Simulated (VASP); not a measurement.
# SrVO3 (Pm-3m) in VASP: single point with PBE

Aim: the single point of SrVO3 with PBE.

Program: VASP 6.6.1. These are calculated values, not measurements. Logs are shortened: lines on timing, memory, paths and dates and some standing lists are left out, and cuts for length are marked.

### Step 1. The cell of the first run

It takes space group Pm-3m (No. 221, cubic). The conventional cell has a = 3.983 Å, b = 3.983 Å, c = 3.983 Å, α = 90.00°, β = 90.00°, γ = 90.00°. Sr (site symmetry m-3m) has 12 O at 2.82 Å and 8 V at 3.45 Å within 3.7 Å. Within 2.6 Å of V (site symmetry m-3m) lie 6 O at 1.99 Å. O (site symmetry 4/mmm) has 2 V at 1.99 Å within 2.6 Å.

### Step 2. Single point, PBE, collinear spin, ferromagnetic start (12.64 Å³/atom)

The input, INCAR:

```
ALGO     = Normal         # electronic algorithm
EDIFF    = 1E-6           # SCF threshold, eV
ENCUT    = 520            # plane-wave cutoff, eV
GGA      = PE             # functional
ISIF     = 2              # what is computed and relaxed
ISMEAR   = 0              # smearing method
ISPIN    = 2              # spin polarisation
LASPH    = T              # aspherical terms in the spheres
LCHARG   = F              # write CHGCAR
LMAXMIX  = 4              # l up to which the mixer works
LORBIT   = 11             # projections on sites
LREAL    = F              # projectors in reciprocal space
LWAVE    = F              # write WAVECAR
MAGMOM   = 0 0.29 0 0 0   # initial moments
NBANDS   = 32             # bands
NELM     = 150            # most SCF steps
PREC     = Accurate       # precision mode
SIGMA    = 0.1            # smearing width, eV
```

The input, KPOINTS:

```
k-points
0
Gamma
  10 10 10
```

The input, POSCAR:

```
SrVO3
1.0
    3.9834265989      0.0000000000      0.0000000000
    0.0000000000      3.9834265989      0.0000000000
    0.0000000000      0.0000000000      3.9834265989
Sr V O
1 1 3
Direct
    0.5000000000      0.5000000000      0.5000000000
    0.0000000000      0.0000000000      0.0000000000
    0.5000000000      0.0000000000      0.0000000000
    0.0000000000      0.5000000000      0.0000000000
    0.0000000000      0.0000000000      0.5000000000
```

Potentials or basis: VASP PAW PBE potentials, release 64 (Sr_sv, V_sv, O).

Run with:

```sh
$ cat potpaw_PBE.64/Sr_sv/POTCAR potpaw_PBE.64/V_sv/POTCAR potpaw_PBE.64/O/POTCAR > POTCAR
$ mpirun -np 1 vasp_std > vasp.out
```

OUTCAR:

```text
EDIFF = 1E-6
   ENCUT = 520
   GGA = PE
   ISIF = 2
   ISMEAR = 0
   ISPIN = 2
   LASPH = T
   LORBIT = 11
   LREAL = F
   NELM = 150
   PREC = Accurate

 ion  position               nearest neighbor table
   1  0.500  0.500  0.500-   3 2.82   4 2.82   5 2.82   3 2.82   4 2.82   3 2.82   5 2.82   3 2.82
                             4 2.82   5 2.82   4 2.82   5 2.82   2 3.45   2 3.45   2 3.45   2 3.45
   2  0.000  0.000  0.000-   3 1.99   4 1.99   5 1.99   5 1.99   4 1.99   3 1.99   1 3.45   1 3.45
                             1 3.45   1 3.45   1 3.45   1 3.45   1 3.45   1 3.45
   3  0.500  0.000  0.000-   2 1.99   2 1.99   1 2.82   1 2.82   1 2.82   1 2.82
   4  0.000  0.500  0.000-   2 1.99   2 1.99   1 2.82   1 2.82   1 2.82   1 2.82
   5  0.000  0.000  0.500-   2 1.99   2 1.99   1 2.82   1 2.82   1 2.82   1 2.82

  LATTYP: Found a simple cubic cell.
 ALAT       =     3.9834265989

  Lattice vectors:

 A1 = (   3.9834265989,   0.0000000000,   0.0000000000)
 A2 = (   0.0000000000,   3.9834265989,   0.0000000000)
 A3 = (   0.0000000000,   0.0000000000,   3.9834265989)

Analysis of symmetry for initial positions (statically):
=====================================================================
 Subroutine PRICEL returns:
 Original cell was already a primitive cell.

 Routine SETGRP: Setting up the symmetry group for a
 simple cubic supercell.

 Subroutine GETGRP returns: Found 48 space group operations
 (whereof 48 operations were pure point group operations)
 out of a pool of 48 trial point group operations.

The static configuration has the point symmetry O_h .

Analysis of symmetry for dynamics (positions and initial velocities):
=====================================================================
 Subroutine PRICEL returns:
 Original cell was already a primitive cell.

 Routine SETGRP: Setting up the symmetry group for a
 simple cubic supercell.

 Subroutine GETGRP returns: Found 48 space group operations
 (whereof 48 operations were pure point group operations)
 out of a pool of 48 trial point group operations.

The dynamic configuration has the point symmetry O_h .

Analysis of structural, dynamic, and magnetic symmetry:
=====================================================================
 Subroutine PRICEL returns:
 Original cell was already a primitive cell.

 Routine SETGRP: Setting up the symmetry group for a
 simple cubic supercell.

 Subroutine GETGRP returns: Found 48 space group operations
 (whereof 48 operations were pure point group operations)
 out of a pool of 48 trial point group operations.

The overall configuration has the point symmetry O_h .

 Subroutine INISYM returns: Found 48 space group operations
 (whereof 48 operations are pure point group operations),
 and found     1 'primitive' translations

----------------------------------------------------------------------------------------

                                     Primitive cell

  volume of cell :      63.2078

  direct lattice vectors                    reciprocal lattice vectors
     3.983426599  0.000000000  0.000000000     0.251040147  0.000000000  0.000000000
     0.000000000  3.983426599  0.000000000     0.000000000  0.251040147  0.000000000
     0.000000000  0.000000000  3.983426599     0.000000000  0.000000000  0.251040147

  length of vectors
     3.983426599  3.983426599  3.983426599     0.251040147  0.251040147  0.251040147

  position of ions in fractional coordinates (direct lattice)
     0.500000000  0.500000000  0.500000000
     0.000000000  0.000000000  0.000000000
     0.500000000  0.000000000  0.000000000
     0.000000000  0.500000000  0.000000000
     0.000000000  0.000000000  0.500000000

  ion indices of the primitive-cell ions
   primitive index   ion index
                 1           1
                 2           2
                 3           3
                 4           4
                 5           5

----------------------------------------------------------------------------------------

 KPOINTS: k-points

[... 25 lines left out ...]
  0.100000  0.000000  0.000000      6.000000
  0.200000  0.000000  0.000000      6.000000
  0.300000  0.000000  0.000000      6.000000
  0.400000  0.000000  0.000000      6.000000
  0.500000  0.000000  0.000000      3.000000
[... 16 lines left out ...]
  0.200000  0.100000  0.100000     24.000000
  0.300000  0.100000  0.100000     24.000000
 [... further k-points ...]
   k-points           NKPTS =     56   k-points in BZ     NKDIM =     56   number of bands    NBANDS=     32
   number of dos      NEDOS =    301   number of ions     NIONS =      5
   total plane-waves  NPLWV =  27000
   dimension x,y,z NGX =    30 NGY =   30 NGZ =   30
   dimension x,y,z NGXF=    60 NGYF=   60 NGZF=   60
   ions per type =               1   1   3
   NGX,Y,Z   is equivalent  to a cutoff of  12.52, 12.52, 12.52 a.u.
   NGXF,Y,Z  is equivalent  to a cutoff of  25.04, 25.04, 25.04 a.u.
 SYSTEM =  unknown system
   PREC   = accura    normal or accurate (medium, high low for compatibility)
   ISTART =      0    job   : 0-new  1-cont  2-samecut
   ICHARG =      2    charge: 1-file 2-atom 10-const
   ISPIN  =      2    spin polarized calculation?
   LNONCOLLINEAR =      F non collinear calculations
   LSORBIT =      F    spin-orbit coupling
   LASPH  =      T    aspherical Exc in radial PAW
   ENCUT  =  520.0 eV  38.22 Ry    6.18 a.u.   7.41  7.41  7.41*2*pi/ulx,y,z
   NELM   =    150;   NELMIN=  2; NELMDL= -5     # of ELM steps
   EDIFF  = 0.1E-05   stopping-criterion for ELM
   LREAL  =      F    real-space projection
   EDIFFG = 0.1E-04   stopping-criterion for IOM
   NSW    =      0    number of steps for IOM
   IBRION =     -1    ionic relax: 0-MD 1-quasi-New 2-CG
   NFREE  =      0    steps in history (QN), initial steepest desc. (CG)
   ISIF   =      2    stress and relaxation
   ISYM   =      2    0-nonsym 1-usesym 2-fastsym
   POTIM  = 0.5000    time-step for ionic-motion
   TEBEG  =    0.0;   TEEND  =   0.0 temperature during run
   PSTRESS=    0.0 pullay stress
   NELECT =      41.0000    total number of electrons
   NUPDOWN=      -1.0000    fix difference up-down
   EMIN   =  10.00;   EMAX   =-10.00  energy-range for DOS
   EFERMI =   0.00;   METHOD = LEGACY
   ISMEAR =     0;   SIGMA  =   0.10  broadening in eV -4-tet -1-fermi 0-gaus
   EFERMI_NEDOS =   21; number of points for ismear=-14 and -15
   IALGO  =     38    algorithm
   IMIX   =      4    mixing-type and parameters
     AMIX     =   0.40;   BMIX     =  1.00
     AMIX_MAG =   1.60;   BMIX_MAG =  1.00
  volume/ion in A,a.u.               =      12.64        85.31
  Fermi-wavevector in a.u.,A,eV,Ry     =   1.417140  2.678006 27.324371  2.008285
  Thomas-Fermi vector in A             =   2.538401
   LORBIT       =     11    0 simple, 1 ext, 2 COOP (PROOUT), +10 PAW based schemes
   GGA     = PE    functional components
   LHFCALC =     F    Hartree Fock is set to
   AEXX    =    0.0000 exact exchange contribution
   IVDW    =     0    specifies the selected vdW correction
   LEPSILON=     F    determine dielectric tensor
   LRPA    =     F    only Hartree local field effects (RPA)
 spin polarized calculation
 Gauss-broadening in eV      SIGMA  =   0.10
  energy-cutoff  :      520.00
  volume of cell :       63.21
 maximum number of plane-waves:      1743
 NGX is ok and might be reduce to    30
   NGX = 15   NGY = 15   NGZ = 15

 number of electron      40.9999987 magnetization       0.4481099

 Free energy of the ion-electron system (eV)
  ---------------------------------------------------
  ext. energy  EPLUGINS =         0.00000000
  ---------------------------------------------------
  free energy    TOTEN  =       -39.04290565 eV

  energy without entropy =      -39.03744963  energy(sigma->0) =      -39.04017764

 E-fermi :   5.1447     XC(G=0): -10.9887

 val. band max:        5.1392078748   @ k =   0.4000   0.2000   0.2000
 cond. band min:       5.1497773263   @ k =   0.5000   0.2000   0.2000
 fundamental gap:      0.0105694515
 Fermi energy:         5.1446555376

 spin component 1

 k-point     1 :       0.0000    0.0000    0.0000
  band No.  band energies     occupation
      1     -60.9950      1.00000
      2     -34.7771      1.00000
      3     -34.7771      1.00000
      4     -34.7771      1.00000
      5     -29.4988      1.00000
      6     -13.9149      1.00000
[... 829 lines left out ...]
     31      12.3968      0.00000
     32      16.6302      0.00000

 [... further k-points ...]

 spin component 2

 k-point     1 :       0.0000    0.0000    0.0000
  band No.  band energies     occupation
      1     -60.5244      1.00000
      2     -34.3143      1.00000
      3     -34.3143      1.00000
      4     -34.3143      1.00000
      5     -29.4989      1.00000
      6     -13.9153      1.00000
[... 829 lines left out ...]
     31      12.4103      0.00000
     32      16.7192      0.00000

 [... further k-points ...]

------------------------ aborting loop because EDIFF is reached ----------------------------------------

  FORCE on cell =-STRESS in cart. coord.  units (eV):
  Direction    XX          YY          ZZ          XY          YZ          ZX
  --------------------------------------------------------------------------------------
  -------------------------------------------------------------------------------------
  Total       -5.2368414     -5.2368414     -5.2368414     -0.0000000     -0.0000000      0.0000000
  in kB     -132.7423632   -132.7423632   -132.7423632     -0.0000000     -0.0000000      0.0000000
  external PRESSURE =    -132.7423632 kB  Pullay stress =       0.0000000 kB

 VOLUME and BASIS-vectors are now :
 -----------------------------------------------------------------------------
  energy-cutoff  :      520.00
  volume of cell :       63.21
      direct lattice vectors                 reciprocal lattice vectors
     3.983426599  0.000000000  0.000000000     0.251040147  0.000000000  0.000000000
     0.000000000  3.983426599  0.000000000     0.000000000  0.251040147  0.000000000
     0.000000000  0.000000000  3.983426599     0.000000000  0.000000000  0.251040147

 POSITION                                       TOTAL-FORCE (eV/Angst)
 -----------------------------------------------------------------------------------
      1.99171      1.99171      1.99171         0.000000      0.000000      0.000000
      0.00000      0.00000      0.00000         0.000000      0.000000      0.000000
      1.99171      0.00000      0.00000         0.000000      0.000000      0.000000
      0.00000      1.99171      0.00000         0.000000      0.000000      0.000000
      0.00000      0.00000      1.99171         0.000000      0.000000      0.000000
 -----------------------------------------------------------------------------------
    total drift:                                0.000000     -0.000000      0.000000

  FREE ENERGIE OF THE ION-ELECTRON SYSTEM (eV)
  ---------------------------------------------------
  free  energy   TOTEN  =       -39.0429056455 eV

  energy  without entropy=      -39.0374496305  energy(sigma->0) =      -39.04017764

 total charge

# of ion       s       p       d       tot
------------------------------------------
    1        1.994   5.783   0.175   7.952
    2        2.249   6.273   2.822  11.344
    3        1.561   3.428   0.000   4.989
    4        1.561   3.428   0.000   4.989
    5        1.561   3.428   0.000   4.989
--------------------------------------------------
tot          8.926  22.340   2.997  34.263

 magnetization (x)

# of ion       s       p       d       tot
------------------------------------------
    1       -0.000  -0.000   0.001   0.000
    2        0.003   0.003   0.435   0.441
    3       -0.000  -0.008   0.000  -0.008
    4       -0.000  -0.008   0.000  -0.008
    5       -0.000  -0.008   0.000  -0.008
--------------------------------------------------
tot          0.002  -0.020   0.435   0.417
```

It took 4.5 min on 1 thread of Intel Xeon Platinum 8375C at 2.90GHz (Ice Lake), shared host; peak memory 0.31 GiB.

What came out:

- Free energy: -39.0429 eV
- Pressure: -13.3 GPa
- Net moment: 0.45 μB per cell
- Site moments: Sr +0.00; V +0.44; O -0.01 μB
- Valence electrons inside the program's atomic spheres: Sr 7.95; V 11.34; O 4.99

Caveat: the cell stands under tension; semilocal functionals often make such compounds metallic where correlation or magnetic order opens a gap, which also shifts bond lengths.
